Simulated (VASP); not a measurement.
# LiF (I4/mmm) in VASP: notebook, part 2 of 2

VASP 6.6.1. Earlier steps stand in the parts before.

**4. Single point, PBE (strain +0.080 along x and y, -0.080 along z)**

The input, INCAR:

```
SYSTEM = LiF
PREC = Accurate
ENCUT = 520
EDIFF = 1E-7
ISMEAR = 0
SIGMA = 0.05
LREAL = .FALSE.
LASPH = .TRUE.
NELM = 80
ALGO = Normal
ISIF = 2
LWAVE = .FALSE.
LCHARG = .FALSE.
GGA = PE
NBANDS = 12
```

The input, KPOINTS:

```
regular mesh
0
G
  10 10 10
  0 0 0
```

The input, POSCAR:

```
LiF
1.0
    0.0000000000      2.1751200000      1.8528800000
    2.1751200000      0.0000000000      1.8528800000
    2.1751200000      2.1751200000      0.0000000000
Li F
1 1
Direct
    0.0000000000      0.0000000000      0.0000000000
    0.5000000000      0.5000000000      0.5000000000
```

Potentials or basis: VASP PAW PBE potentials, release 64 (Li_sv, F).

Launch:

```
$ cat potpaw_PBE.64/Li_sv/POTCAR potpaw_PBE.64/F/POTCAR > POTCAR
$ mpirun -np 1 vasp_std > vasp.out
```

OUTCAR:

```text
SYSTEM = LiF
   PREC = Accurate
   ENCUT = 520
   EDIFF = 1E-7
   ISMEAR = 0
   LREAL = .FALSE.
   LASPH = .TRUE.
   NELM = 80
   ISIF = 2
   GGA = PE

 ion  position               nearest neighbor table
   1  0.000  0.000  0.000-   2 1.85   2 1.85   2 2.18   2 2.18   2 2.18   2 2.18
   2  0.500  0.500  0.500-   1 1.85   1 1.85   1 2.18   1 2.18   1 2.18   1 2.18

  LATTYP: Found a body centered tetragonal cell.
 ALAT       =     3.0760842038
 C/A-ratio  =     1.2047004420

  Lattice vectors:

 A1 = (   0.0000000000,  -2.1751200000,  -1.8528800000)
 A2 = (   0.0000000000,   2.1751200000,  -1.8528800000)
 A3 = (   2.1751200000,   0.0000000000,   1.8528800000)

Analysis of symmetry for initial positions (statically):
=====================================================================
 Subroutine PRICEL returns:
 Original cell was already a primitive cell.

 Routine SETGRP: Setting up the symmetry group for a
 body centered tetragonal supercell.

 Subroutine GETGRP returns: Found 16 space group operations
 (whereof 16 operations were pure point group operations)
 out of a pool of 16 trial point group operations.

The static configuration has the point symmetry D_4h.

Analysis of symmetry for dynamics (positions and initial velocities):
=====================================================================
 Subroutine PRICEL returns:
 Original cell was already a primitive cell.

 Routine SETGRP: Setting up the symmetry group for a
 body centered tetragonal supercell.

 Subroutine GETGRP returns: Found 16 space group operations
 (whereof 16 operations were pure point group operations)
 out of a pool of 16 trial point group operations.

The dynamic configuration has the point symmetry D_4h.

 Subroutine INISYM returns: Found 16 space group operations
 (whereof 16 operations are pure point group operations),
 and found     1 'primitive' translations

----------------------------------------------------------------------------------------

                                     Primitive cell

  volume of cell :      17.5325

  direct lattice vectors                    reciprocal lattice vectors
     0.000000000  2.175120000  1.852880000    -0.229872375  0.229872375  0.269850179
     2.175120000  0.000000000  1.852880000     0.229872375 -0.229872375  0.269850179
     2.175120000  2.175120000  0.000000000     0.229872375  0.229872375 -0.269850179

  length of vectors
     2.857325902  2.857325902  3.076084204     0.422494659  0.422494659  0.422494659

  position of ions in fractional coordinates (direct lattice)
     0.000000000  0.000000000  0.000000000
     0.500000000  0.500000000  0.500000000

  ion indices of the primitive-cell ions
   primitive index   ion index
                 1           1
                 2           2

----------------------------------------------------------------------------------------

 KPOINTS: regular mesh

Automatic generation of k-mesh.
 Grid dimensions read from file:
 generate k-points for:   10   10   10

 Generating k-lattice:

  Cartesian coordinates                     Fractional coordinates (reciprocal lattice)
    -0.022987237  0.022987237  0.026985018     0.100000000  0.000000000  0.000000000
     0.022987237 -0.022987237  0.026985018     0.000000000  0.100000000  0.000000000
     0.022987237  0.022987237 -0.026985018     0.000000000  0.000000000  0.100000000

  Length of vectors
     0.042249466  0.042249466  0.042249466

  Shift w.r.t. Gamma in fractional coordinates (k-lattice)
     0.000000000  0.000000000  0.000000000

 Subroutine IBZKPT returns following result:
 ===========================================

 Found    102 irreducible k-points:

 Following reciprocal coordinates:
            Coordinates               Weight
  0.000000  0.000000  0.000000      1.000000
  0.100000  0.000000  0.000000      8.000000
  0.200000  0.000000  0.000000      8.000000
  0.300000 -0.000000  0.000000      8.000000
  0.400000  0.000000  0.000000      8.000000
  0.500000  0.000000  0.000000      4.000000
[... 16 lines left out ...]
  0.300000  0.300000  0.000000      2.000000
  0.400000  0.300000  0.000000      8.000000
 [... further k-points ...]
   k-points           NKPTS =    102   k-points in BZ     NKDIM =    102   number of bands    NBANDS=     12
   number of dos      NEDOS =    301   number of ions     NIONS =      2
   total plane-waves  NPLWV =  13824
   dimension x,y,z NGX =    24 NGY =   24 NGZ =   24
   dimension x,y,z NGXF=    48 NGYF=   48 NGZF=   48
   ions per type =               1   1
   NGX,Y,Z   is equivalent  to a cutoff of  13.96, 13.96, 12.97 a.u.
   NGXF,Y,Z  is equivalent  to a cutoff of  27.93, 27.93, 25.94 a.u.
 SYSTEM =  LiF
   PREC   = accura    normal or accurate (medium, high low for compatibility)
   ISTART =      0    job   : 0-new  1-cont  2-samecut
   ICHARG =      2    charge: 1-file 2-atom 10-const
   ISPIN  =      1    spin polarized calculation?
   LNONCOLLINEAR =      F non collinear calculations
   LSORBIT =      F    spin-orbit coupling
   LASPH  =      T    aspherical Exc in radial PAW
   ENCUT  =  520.0 eV  38.22 Ry    6.18 a.u.   5.31  5.31  5.72*2*pi/ulx,y,z
   NELM   =     80;   NELMIN=  2; NELMDL= -5     # of ELM steps
   EDIFF  = 0.1E-06   stopping-criterion for ELM
   LREAL  =      F    real-space projection
   EDIFFG = 0.1E-05   stopping-criterion for IOM
   NSW    =      0    number of steps for IOM
   IBRION =     -1    ionic relax: 0-MD 1-quasi-New 2-CG
   NFREE  =      0    steps in history (QN), initial steepest desc. (CG)
   ISIF   =      2    stress and relaxation
   ISYM   =      2    0-nonsym 1-usesym 2-fastsym
   POTIM  = 0.5000    time-step for ionic-motion
   TEBEG  =    0.0;   TEEND  =   0.0 temperature during run
   PSTRESS=    0.0 pullay stress
   NELECT =      10.0000    total number of electrons
   NUPDOWN=      -1.0000    fix difference up-down
   EMIN   =  10.00;   EMAX   =-10.00  energy-range for DOS
   EFERMI =   0.00;   METHOD = LEGACY
   ISMEAR =     0;   SIGMA  =   0.05  broadening in eV -4-tet -1-fermi 0-gaus
   EFERMI_NEDOS =   21; number of points for ismear=-14 and -15
   IALGO  =     38    algorithm
   IMIX   =      4    mixing-type and parameters
     AMIX     =   0.40;   BMIX     =  1.00
     AMIX_MAG =   1.60;   BMIX_MAG =  1.00
  volume/ion in A,a.u.               =       8.77        59.16
  Fermi-wavevector in a.u.,A,eV,Ry     =   1.357668  2.565621 25.079108  1.843262
  Thomas-Fermi vector in A             =   2.484567
   LORBIT       =      0    0 simple, 1 ext, 2 COOP (PROOUT), +10 PAW based schemes
   GGA     = PE    functional components
   LHFCALC =     F    Hartree Fock is set to
   AEXX    =    0.0000 exact exchange contribution
   IVDW    =     0    specifies the selected vdW correction
   LEPSILON=     F    determine dielectric tensor
   LRPA    =     F    only Hartree local field effects (RPA)
 non-spin polarized calculation
 Gauss-broadening in eV      SIGMA  =   0.05
  energy-cutoff  :      520.00
  volume of cell :       17.53
 maximum number of plane-waves:       480
 NGX is ok and might be reduce to    24
   NGX = 11   NGY = 11   NGZ = 11

 number of electron      10.0000001 magnetization

 Free energy of the ion-electron system (eV)
  ---------------------------------------------------
  ext. energy  EPLUGINS =         0.00000000
  ---------------------------------------------------
  free energy    TOTEN  =        -9.57496772 eV

  energy without entropy =       -9.57496772  energy(sigma->0) =       -9.57496772

 E-fermi :  -1.0533     XC(G=0):  -9.6030

 val. band max:       -1.3492487999   @ k =   0.0000   0.0000   0.0000
 cond. band min:       6.9544346789   @ k =   0.0000   0.0000   0.0000
 fundamental gap:      8.3036834788
 Fermi energy:        -1.0533096071

 k-point     1 :       0.0000    0.0000    0.0000
  band No.  band energies     occupation
      1     -42.4403      2.00000
      2     -21.2528      2.00000
      3      -1.8400      2.00000
      4      -1.3493      2.00000
      5      -1.3492      2.00000
      6       6.9544      0.00000
      7      20.6743      0.00000
      8      20.6744      0.00000
      9      22.1141      0.00000
     10      22.1141      0.00000
     11      23.3526      0.00000
     12      24.3582      0.00000
[... 331 lines left out ...]
 k-point    24 :       0.4000    0.3000    0.0000
  band No.  band energies     occupation
      1     -42.3821      2.00000
      2     -20.7668      2.00000
      3      -3.4870      2.00000
      4      -2.3983      2.00000
      5      -2.3502      2.00000
      6      11.8892      0.00000
      7      13.9523      0.00000
      8      16.6078      0.00000
      9      17.6160      0.00000
     10      17.7886      0.00000
     11      30.7539      0.00000
     12      32.3271      0.00000

 [... further k-points ...]
[... 5 lines left out ...]
  --------------------------------------------------------------------------------------
  -------------------------------------------------------------------------------------
  Total       -0.4042182     -0.4042182      0.9210914      0.0000000      0.0000000     -0.0000000
  in kB      -36.9387922    -36.9387922     84.1723753      0.0000000      0.0000000     -0.0000000
  external PRESSURE =       3.4315970 kB  Pullay stress =       0.0000000 kB

 VOLUME and BASIS-vectors are now :
 -----------------------------------------------------------------------------
  energy-cutoff  :      520.00
  volume of cell :       17.53
      direct lattice vectors                 reciprocal lattice vectors
     0.000000000  2.175120000  1.852880000    -0.229872375  0.229872375  0.269850179
     2.175120000  0.000000000  1.852880000     0.229872375 -0.229872375  0.269850179
     2.175120000  2.175120000  0.000000000     0.229872375  0.229872375 -0.269850179

 POSITION                                       TOTAL-FORCE (eV/Angst)
 -----------------------------------------------------------------------------------
      0.00000      0.00000      0.00000        -0.000000      0.000000      0.000000
      2.17512      2.17512      1.85288         0.000000     -0.000000     -0.000000
 -----------------------------------------------------------------------------------
    total drift:                                0.000000     -0.000000      0.000000

  FREE ENERGIE OF THE ION-ELECTRON SYSTEM (eV)
  ---------------------------------------------------
  free  energy   TOTEN  =        -9.5749677182 eV

  energy  without entropy=       -9.5749677182  energy(sigma->0) =       -9.57496772
```

OSZICAR:

```text
N       E                     dE             d eps       ncg     rms          rms(c)
DAV:   1     0.308003563224E+02    0.30800E+02   -0.53757E+03  2552   0.841E+02
DAV:   2    -0.903601097402E+01   -0.39836E+02   -0.38984E+02  2956   0.183E+02
DAV:   3    -0.101209180233E+02   -0.10849E+01   -0.10829E+01  3292   0.266E+01
DAV:   4    -0.101319056016E+02   -0.10988E-01   -0.10987E-01  2820   0.273E+00
DAV:   5    -0.101320530221E+02   -0.14742E-03   -0.14742E-03  3212   0.233E-01    0.471E+00
DAV:   6    -0.956163816637E+01    0.57041E+00   -0.28192E+00  2748   0.102E+01    0.147E+00
DAV:   7    -0.956653404965E+01   -0.48959E-02   -0.18979E-02  3108   0.123E+00    0.898E-01
DAV:   8    -0.957481900684E+01   -0.82850E-02   -0.17706E-02  3036   0.137E+00    0.124E-01
DAV:   9    -0.957485879022E+01   -0.39783E-04   -0.11523E-03  2916   0.294E-01    0.488E-02
DAV:  10    -0.957496119386E+01   -0.10240E-03   -0.18883E-04  2788   0.101E-01    0.142E-02
DAV:  11    -0.957496684872E+01   -0.56549E-05   -0.53602E-06  3128   0.230E-02    0.171E-03
DAV:  12    -0.957496769749E+01   -0.84877E-06   -0.59665E-07  2800   0.675E-03    0.875E-04
DAV:  13    -0.957496771817E+01   -0.20682E-07   -0.42727E-08  2352   0.182E-03
   1 F= -.95749677E+01 E0= -.95749677E+01  d E =-.344455E-19
```

It took 8.3 s on 1 thread of Intel Xeon Platinum 8559C (Emerald Rapids), shared host; peak memory 0.14 GiB.

What came out:

```
Free energy            : -9.5750 eV
Band gap on the k mesh : 8.30 eV, direct
```

Caveat: the cell differs from its parent crystal (strain +0.080 along x and y, -0.080 along z); the cutoff is under 1.25 times the usual one of these potentials, so pressure, stress and relaxed cells hold a basis-set (Pulay) error.

**5. Overview**

```csv
cell,gap on the mesh (eV)
"a = 2.796, b = 2.796, c = 2.962 Å, angles 58.0, 58.0, 64.0°, 2 atoms",8.97
"a = 2.851, b = 2.851, c = 2.962 Å, angles 58.7, 58.7, 62.6°, 2 atoms",8.68
"a = 2.857, b = 2.857, c = 3.076 Å, angles 57.4, 57.4, 65.1°, 2 atoms",8.30
```

Alike in all rows: task single point; level PBE; potentials or basis VASP PAW PBE potentials, release 64 (Li_sv, F); no spin polarisation; k mesh 10 × 10 × 10; cutoff (eV) 520; smearing gaussian 0.05 eV.

Caveats: the cutoff is under 1.25 times the usual one of these potentials, so pressure, stress and relaxed cells hold a basis-set (Pulay) error.

Total energies depend on the potentials used, so only differences within one code and one set of settings carry meaning.
